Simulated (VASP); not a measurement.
# TiC in VASP: further runs

The runs below take TiC through single point, with PBE.

Program: VASP 6.6.1. These are calculated values, not measurements. Logs are shortened: lines on timing, memory, paths and dates and some standing lists are left out, and cuts for length are marked.

## (1) The cell of the first run

The structure is tetragonal, space group I4/mmm (No. 139). Conventional cell: a = 3.060 Å, b = 3.060 Å, c = 4.415 Å, α = 90.00°, β = 90.00°, γ = 90.00°. Ti (site symmetry 4/mmm) has 6 C at 2.16 to 2.21 Å within 2.9 Å. C (site symmetry 4/mmm) has 6 Ti at 2.16 to 2.21 Å within 2.9 Å.

## (2) Single point, PBE (zz strain of +2 %)

Input file INCAR:

```
SYSTEM = TiC
PREC = Accurate
ENCUT = 520
EDIFF = 1E-7
ISMEAR = -1
SIGMA = 0.03
LREAL = .False.
LASPH = .True.
NELM = 60
ALGO = Normal
ISIF = 2
LWAVE = .False.
LCHARG = .False.
GGA = PE
NBANDS = 15
```

Input file KPOINTS:

```
regular mesh
0
Gamma
  16 16 16
  0 0 0
```

Input file POSCAR:

```
TiC
1.0
    0.0000000000      2.1640000000      2.2072800000
    2.1640000000      0.0000000000      2.2072800000
    2.1640000000      2.1640000000      0.0000000000
Ti C
1 1
Direct
    0.0000000000      0.0000000000      0.0000000000
    0.5000000000      0.5000000000      0.5000000000
```

Potentials or basis: VASP PAW PBE potentials, release 64 (Ti_sv, C).

Started as:

```console
> cat potpaw_PBE.64/Ti_sv/POTCAR potpaw_PBE.64/C/POTCAR > POTCAR
> mpirun -np 1 vasp_std > vasp.out
```

OUTCAR:

```text
SYSTEM = TiC
   PREC = Accurate
   ENCUT = 520
   EDIFF = 1E-7
   ISMEAR = -1
   LREAL = .False.
   LASPH = .True.
   NELM = 60
   ISIF = 2
   GGA = PE

 ion  position               nearest neighbor table
   1  0.000  0.000  0.000-   2 2.16   2 2.16   2 2.16   2 2.16   2 2.21   2 2.21
   2  0.500  0.500  0.500-   1 2.16   1 2.16   1 2.16   1 2.16   1 2.21   1 2.21

  LATTYP: Found a body centered tetragonal cell.
 ALAT       =     3.0603581490
 C/A-ratio  =     1.4424978336

  Lattice vectors:

 A1 = (  -2.1640000000,   0.0000000000,   2.2072800000)
 A2 = (   2.1640000000,   0.0000000000,   2.2072800000)
 A3 = (   0.0000000000,   2.1640000000,  -2.2072800000)

Analysis of symmetry for initial positions (statically):
=====================================================================
 Subroutine PRICEL returns:
 Original cell was already a primitive cell.

 Routine SETGRP: Setting up the symmetry group for a
 body centered tetragonal supercell.

 Subroutine GETGRP returns: Found 16 space group operations
 (whereof 16 operations were pure point group operations)
 out of a pool of 16 trial point group operations.

The static configuration has the point symmetry D_4h.

Analysis of symmetry for dynamics (positions and initial velocities):
=====================================================================
 Subroutine PRICEL returns:
 Original cell was already a primitive cell.

 Routine SETGRP: Setting up the symmetry group for a
 body centered tetragonal supercell.

 Subroutine GETGRP returns: Found 16 space group operations
 (whereof 16 operations were pure point group operations)
 out of a pool of 16 trial point group operations.

The dynamic configuration has the point symmetry D_4h.

 Subroutine INISYM returns: Found 16 space group operations
 (whereof 16 operations are pure point group operations),
 and found     1 'primitive' translations

----------------------------------------------------------------------------------------

                                     Primitive cell

  volume of cell :      20.6729

  direct lattice vectors                    reciprocal lattice vectors
     0.000000000  2.164000000  2.207280000    -0.231053604  0.231053604  0.226523142
     2.164000000  0.000000000  2.207280000     0.231053604 -0.231053604  0.226523142
     2.164000000  2.164000000  0.000000000     0.231053604  0.231053604 -0.226523142

  length of vectors
     3.091113230  3.091113230  3.060358149     0.397598126  0.397598126  0.397598126

  position of ions in fractional coordinates (direct lattice)
     0.000000000  0.000000000  0.000000000
     0.500000000  0.500000000  0.500000000

  ion indices of the primitive-cell ions
   primitive index   ion index
                 1           1
                 2           2

----------------------------------------------------------------------------------------

 KPOINTS: regular mesh

Automatic generation of k-mesh.
 Grid dimensions read from file:
 generate k-points for:   16   16   16

 Generating k-lattice:

  Cartesian coordinates                     Fractional coordinates (reciprocal lattice)
    -0.014440850  0.014440850  0.014157696     0.062500000 -0.000000000  0.000000000
     0.014440850 -0.014440850  0.014157696    -0.000000000  0.062500000  0.000000000
     0.014440850  0.014440850 -0.014157696     0.000000000  0.000000000  0.062500000

  Length of vectors
     0.024849883  0.024849883  0.024849883

  Shift w.r.t. Gamma in fractional coordinates (k-lattice)
     0.000000000  0.000000000  0.000000000

 Subroutine IBZKPT returns following result:
 ===========================================

 Found    349 irreducible k-points:

 Following reciprocal coordinates:
            Coordinates               Weight
  0.000000  0.000000  0.000000      1.000000
  0.062500  0.000000  0.000000      8.000000
  0.125000  0.000000  0.000000      8.000000
  0.187500  0.000000  0.000000      8.000000
  0.250000  0.000000  0.000000      8.000000
  0.312500  0.000000  0.000000      8.000000
[... 16 lines left out ...]
 -0.125000  0.062500  0.000000      8.000000
 -0.062500  0.062500  0.000000      4.000000
 [... further k-points ...]
   k-points           NKPTS =    349   k-points in BZ     NKDIM =    349   number of bands    NBANDS=     15
   number of dos      NEDOS =    301   number of ions     NIONS =      2
   total plane-waves  NPLWV =  13824
   dimension x,y,z NGX =    24 NGY =   24 NGZ =   24
   dimension x,y,z NGXF=    48 NGYF=   48 NGZF=   48
   ions per type =               1   1
   NGX,Y,Z   is equivalent  to a cutoff of  12.91, 12.91, 13.04 a.u.
   NGXF,Y,Z  is equivalent  to a cutoff of  25.82, 25.82, 26.07 a.u.
 SYSTEM =  TiC
   PREC   = accura    normal or accurate (medium, high low for compatibility)
   ISTART =      0    job   : 0-new  1-cont  2-samecut
   ICHARG =      2    charge: 1-file 2-atom 10-const
   ISPIN  =      1    spin polarized calculation?
   LNONCOLLINEAR =      F non collinear calculations
   LSORBIT =      F    spin-orbit coupling
   LASPH  =      T    aspherical Exc in radial PAW
   ENCUT  =  520.0 eV  38.22 Ry    6.18 a.u.   5.75  5.75  5.69*2*pi/ulx,y,z
   NELM   =     60;   NELMIN=  2; NELMDL= -5     # of ELM steps
   EDIFF  = 0.1E-06   stopping-criterion for ELM
   LREAL  =      F    real-space projection
   EDIFFG = 0.1E-05   stopping-criterion for IOM
   NSW    =      0    number of steps for IOM
   IBRION =     -1    ionic relax: 0-MD 1-quasi-New 2-CG
   NFREE  =      0    steps in history (QN), initial steepest desc. (CG)
   ISIF   =      2    stress and relaxation
   ISYM   =      2    0-nonsym 1-usesym 2-fastsym
   POTIM  = 0.5000    time-step for ionic-motion
   TEBEG  =    0.0;   TEEND  =   0.0 temperature during run
   PSTRESS=    0.0 pullay stress
   NELECT =      16.0000    total number of electrons
   NUPDOWN=      -1.0000    fix difference up-down
   EMIN   =  10.00;   EMAX   =-10.00  energy-range for DOS
   EFERMI =   0.00;   METHOD = LEGACY
   ISMEAR =    -1;   SIGMA  =   0.03  broadening in eV -4-tet -1-fermi 0-gaus
   EFERMI_NEDOS =   21; number of points for ismear=-14 and -15
   IALGO  =     38    algorithm
   IMIX   =      4    mixing-type and parameters
     AMIX     =   0.40;   BMIX     =  1.00
     AMIX_MAG =   1.60;   BMIX_MAG =  1.00
  volume/ion in A,a.u.               =      10.34        69.75
  Fermi-wavevector in a.u.,A,eV,Ry     =   1.503076  2.840401 30.738778  2.259236
  Thomas-Fermi vector in A             =   2.614233
   LORBIT       =      0    0 simple, 1 ext, 2 COOP (PROOUT), +10 PAW based schemes
   GGA     = PE    functional components
   LHFCALC =     F    Hartree Fock is set to
   AEXX    =    0.0000 exact exchange contribution
   IVDW    =     0    specifies the selected vdW correction
   LEPSILON=     F    determine dielectric tensor
   LRPA    =     F    only Hartree local field effects (RPA)
 non-spin polarized calculation
  energy-cutoff  :      520.00
  volume of cell :       20.67
 maximum number of plane-waves:       568
   NGX = 11   NGY = 11   NGZ = 11

 number of electron      15.9999998 magnetization

 Free energy of the ion-electron system (eV)
  ---------------------------------------------------
  ext. energy  EPLUGINS =         0.00000000
  ---------------------------------------------------
  free energy    TOTEN  =       -18.69976474 eV

  energy without entropy =      -18.69867023  energy(sigma->0) =      -18.69921748

 E-fermi :   9.1993     XC(G=0): -12.6071

 val. band max:        9.1981646879   @ k =   0.4375   0.4375   0.0000
 cond. band min:       9.2467461835   @ k =   0.3750   0.3125   0.0000
 fundamental gap:      0.0485814956
 Fermi energy:         9.1993333854

 k-point     1 :       0.0000    0.0000    0.0000
  band No.  band energies     occupation
      1     -47.4290      2.00000
      2     -23.4826      2.00000
      3     -23.4518      2.00000
      4     -23.4518      2.00000
      5      -3.1063      2.00000
      6       9.8024      0.00000
      7       9.9447      0.00000
      8       9.9447      0.00000
      9      10.8034      0.00000
     10      10.8188      0.00000
     11      10.8867      0.00000
     12      10.8867      0.00000
     13      10.9573      0.00000
     14      19.4466      0.00000
     15      23.1757      0.00000

 k-point     2 :       0.0625    0.0000    0.0000
  band No.  band energies     occupation
      1     -47.4265      2.00000
      2     -23.4918      2.00000
      3     -23.4629      2.00000
      4     -23.4533      2.00000
      5      -3.0197      2.00000
      6       9.4513      0.00045
      7       9.6399      0.00000
      8       9.7434      0.00000
      9      10.1939      0.00000
     10      10.2474      0.00000
     11      11.0966      0.00000
     12      11.7954      0.00000
     13      11.9225      0.00000
     14      19.6087      0.00000
     15      23.2025      0.00000

 k-point     3 :       0.1250    0.0000    0.0000
  band No.  band energies     occupation
      1     -47.4193      2.00000
      2     -23.5353      2.00000
      3     -23.4771      2.00000
      4     -23.4574      2.00000
      5      -2.7654      2.00000
      6       8.5911      2.00000
      7       8.8898      1.99993
      8       8.9746      1.99889
      9      10.2778      0.00000
     10      10.3259      0.00000
     11      11.4137      0.00000
     12      12.8242      0.00000
     13      12.9754      0.00000
     14      20.0030      0.00000
     15      23.1968      0.00000
[... 343 lines left out ...]
 k-point    23 :      -0.1250    0.0625    0.0000
  band No.  band energies     occupation
      1     -47.4137      2.00000
      2     -23.5594      2.00000
      3     -23.5027      2.00000
      4     -23.4545      2.00000
      5      -2.5653      2.00000
      6       8.0903      2.00000
      7       8.4375      2.00000
      8       8.5992      2.00000
      9      10.2381      0.00000
     10      10.6890      0.00000
     11      11.7353      0.00000
     12      12.6608      0.00000
     13      13.9520      0.00000
     14      20.2973      0.00000
     15      23.1214      0.00000

 k-point    24 :      -0.0625    0.0625    0.0000
  band No.  band energies     occupation
      1     -47.4223      2.00000
      2     -23.4976      2.00000
      3     -23.4943      2.00000
      4     -23.4522      2.00000
      5      -2.8727      2.00000
      6       8.9577      1.99937
      7       9.1821      1.27904
      8       9.1953      1.06638
      9      10.0525      0.00000
     10      10.5187      0.00000
     11      11.4515      0.00000
     12      11.8970      0.00000
     13      12.9118      0.00000
     14      19.8748      0.00000
     15      23.2028      0.00000

 [... further k-points ...]

------------------------ aborting loop because EDIFF is reached ----------------------------------------

  FORCE on cell =-STRESS in cart. coord.  units (eV):
  Direction    XX          YY          ZZ          XY          YZ          ZX
  --------------------------------------------------------------------------------------
  -------------------------------------------------------------------------------------
  Total       -0.1724328     -0.1724328     -1.0386279      0.0000000      0.0000000      0.0000000
  in kB      -13.3637529    -13.3637529    -80.4949515      0.0000000      0.0000000      0.0000000
  external PRESSURE =     -35.7408191 kB  Pullay stress =       0.0000000 kB

 VOLUME and BASIS-vectors are now :
 -----------------------------------------------------------------------------
  energy-cutoff  :      520.00
  volume of cell :       20.67
      direct lattice vectors                 reciprocal lattice vectors
     0.000000000  2.164000000  2.207280000    -0.231053604  0.231053604  0.226523142
     2.164000000  0.000000000  2.207280000     0.231053604 -0.231053604  0.226523142
     2.164000000  2.164000000  0.000000000     0.231053604  0.231053604 -0.226523142

 POSITION                                       TOTAL-FORCE (eV/Angst)
 -----------------------------------------------------------------------------------
      0.00000      0.00000      0.00000        -0.000000      0.000000     -0.000000
      2.16400      2.16400      2.20728         0.000000     -0.000000      0.000000
 -----------------------------------------------------------------------------------
    total drift:                                0.000000     -0.000000     -0.000000

  FREE ENERGIE OF THE ION-ELECTRON SYSTEM (eV)
  ---------------------------------------------------
  free  energy   TOTEN  =       -18.6997647364 eV

  energy  without entropy=      -18.6986702311  energy(sigma->0) =      -18.69921748
```

It took 81 s on 1 thread of Intel Xeon Platinum 8259CL at 2.50GHz (Skylake/Cascade Lake), shared host; peak memory 0.23 GiB.

Results:

* Free energy: -18.6998 eV
* Pressure: -3.6 GPa
* Band gap on the k mesh: zero (band 8 reaches 9.94 eV, above the bottom of band 9 at 8.75 eV)

Stress tensor (GPa, compression positive):
```
-1.34  0.00  0.00
 0.00 -1.34  0.00
 0.00  0.00 -8.05
```

Caveat: the cell differs from its parent crystal (zz strain of +2 %).

## (3) Single point, PBE (zz strain of +3 %)

INCAR: that of step 2 with these lines changed.

```diff
@@ -3,3 +3,3 @@
 ENCUT = 520
-EDIFF = 1E-7
+EDIFF = 1E-6
 ISMEAR = -1
@@ -8,3 +8,3 @@
 LASPH = .True.
-NELM = 60
+NELM = 80
 ALGO = Normal
```

KPOINTS is that of step 2.

Input file POSCAR:

```
TiC
1.0
    0.0000000000      2.1640000000      2.2289200000
    2.1640000000      0.0000000000      2.2289200000
    2.1640000000      2.1640000000      0.0000000000
Ti C
1 1
Direct
    0.0000000000      0.0000000000      0.0000000000
    0.5000000000      0.5000000000      0.5000000000
```

Potentials or basis: VASP PAW PBE potentials, release 64 (Ti_sv, C).

Started as:

```console
> cat potpaw_PBE.64/Ti_sv/POTCAR potpaw_PBE.64/C/POTCAR > POTCAR
> mpirun -np 1 vasp_std > vasp.out
```

It took 73 s on 1 thread of Intel Xeon Platinum 8259CL at 2.50GHz (Skylake/Cascade Lake), shared host; peak memory 0.23 GiB.

It converged, with:

```
Free energy            : -18.6872 eV
Pressure               : -5.7 GPa
Band gap on the k mesh : zero (band 8 reaches 9.85 eV, above the bottom of band 9 at 8.61 eV)
```

Stress tensor (GPa, compression positive):
```
 -2.52   0.00   0.00
  0.00  -2.52   0.00
  0.00   0.00 -12.10
```

Levels at points of the mesh, in eV from the Fermi level:
```csv
k point,band 4,band 5,band 6,band 7,band 8,band 9,band 10,band 11,band 12,band 13
"(0.00, 0.00, 0.00)",-32.67,-12.26,0.56,0.77,0.77,1.54,1.59,1.69,1.69,1.78
"(0.50, 0.00, 0.00)",-32.70,-8.90,-5.70,-2.83,-2.78,2.77,2.89,3.97,7.69,8.06
"(0.50, 0.50, 0.00)",-32.81,-10.04,-3.59,-1.49,0.10,0.10,2.62,3.38,3.38,5.38
"(0.50, 0.00, 0.50)",-32.85,-9.98,-3.29,-1.53,-0.11,-0.11,2.62,3.31,3.50,5.66
```

Caveat: the cell differs from its parent crystal (zz strain of +3 %).

## (4) Single point, PBE (equal xx and yy strain of +2 %)

Input file INCAR:

```
ALGO     = Normal         # electronic algorithm
EDIFF    = 1E-6           # SCF threshold, eV
ENCUT    = 520            # plane-wave cutoff, eV
GGA      = PE             # functional
ISIF     = 2              # what is computed and relaxed
ISMEAR   = -1             # smearing method
LASPH    = True           # aspherical terms in the spheres
LCHARG   = False          # write CHGCAR
LREAL    = False          # projectors in reciprocal space
LWAVE    = False          # write WAVECAR
NBANDS   = 15             # bands
NELM     = 80             # most SCF steps
PREC     = Accurate       # precision mode
SIGMA    = 0.03           # smearing width, eV
```

Input file KPOINTS:

```
k-points
0
Gamma
  16 16 16
```

Input file POSCAR:

```
TiC
1.0
    0.0000000000      2.2072800000      2.1640000000
    2.2072800000      0.0000000000      2.1640000000
    2.2072800000      2.2072800000      0.0000000000
Ti C
1 1
Direct
    0.0000000000      0.0000000000      0.0000000000
    0.5000000000      0.5000000000      0.5000000000
```

Potentials or basis: VASP PAW PBE potentials, release 64 (Ti_sv, C).

Started as:

```console
> cat potpaw_PBE.64/Ti_sv/POTCAR potpaw_PBE.64/C/POTCAR > POTCAR
> mpirun -np 1 vasp_std > vasp.out
```

OUTCAR:

```text
EDIFF = 1E-6
   ENCUT = 520
   GGA = PE
   ISIF = 2
   ISMEAR = -1
   LASPH = True
   LREAL = False
   NELM = 80
   PREC = Accurate

 ion  position               nearest neighbor table
   1  0.000  0.000  0.000-   2 2.16   2 2.16   2 2.21   2 2.21   2 2.21   2 2.21
   2  0.500  0.500  0.500-   1 2.16   1 2.16   1 2.21   1 2.21   1 2.21   1 2.21

  LATTYP: Found a body centered tetragonal cell.
 ALAT       =     3.1215653120
 C/A-ratio  =     1.3864838847

  Lattice vectors:

[... 618 lines left out ...]
------------------------ aborting loop because EDIFF is reached ----------------------------------------

  FORCE on cell =-STRESS in cart. coord.  units (eV):
  Direction    XX          YY          ZZ          XY          YZ          ZX
  --------------------------------------------------------------------------------------
  -------------------------------------------------------------------------------------
  Total       -1.3533076     -1.3533076     -0.4922371      0.0000000     -0.0000000     -0.0000000
  in kB     -102.8264842   -102.8264842    -37.4009685      0.0000000     -0.0000000     -0.0000000
  external PRESSURE =     -81.0179789 kB  Pullay stress =       0.0000000 kB

 VOLUME and BASIS-vectors are now :
 -----------------------------------------------------------------------------
  energy-cutoff  :      520.00
  volume of cell :       21.09
      direct lattice vectors                 reciprocal lattice vectors
     0.000000000  2.207280000  2.164000000    -0.226523142  0.226523142  0.231053604
     2.207280000  0.000000000  2.164000000     0.226523142 -0.226523142  0.231053604
     2.207280000  2.207280000  0.000000000     0.226523142  0.226523142 -0.231053604

 POSITION                                       TOTAL-FORCE (eV/Angst)
 -----------------------------------------------------------------------------------
      0.00000      0.00000      0.00000        -0.000000      0.000000      0.000000
      2.20728      2.20728      2.16400         0.000000     -0.000000     -0.000000
 -----------------------------------------------------------------------------------
    total drift:                                0.000000     -0.000000     -0.000000

  FREE ENERGIE OF THE ION-ELECTRON SYSTEM (eV)
  ---------------------------------------------------
  free  energy   TOTEN  =       -18.6846624634 eV

  energy  without entropy=      -18.6835404336  energy(sigma->0) =      -18.68410145
```

Run time: 82 s. Hardware: 1 thread of Intel Xeon Platinum 8259CL at 2.50GHz (Skylake/Cascade Lake), shared host; peak memory 0.23 GiB.

What came out:

- Free energy: -18.6847 eV
- Pressure: -8.1 GPa
- Band gap on the k mesh: zero (band 8 reaches 9.75 eV, above the bottom of band 9 at 8.47 eV)

Stress tensor (GPa, compression positive):
```
-10.28   0.00   0.00
  0.00 -10.28   0.00
  0.00   0.00  -3.74
```

Caveat: the cell differs from its parent crystal (equal xx and yy strain of +2 %).

(Continued in part 2 of 2.)
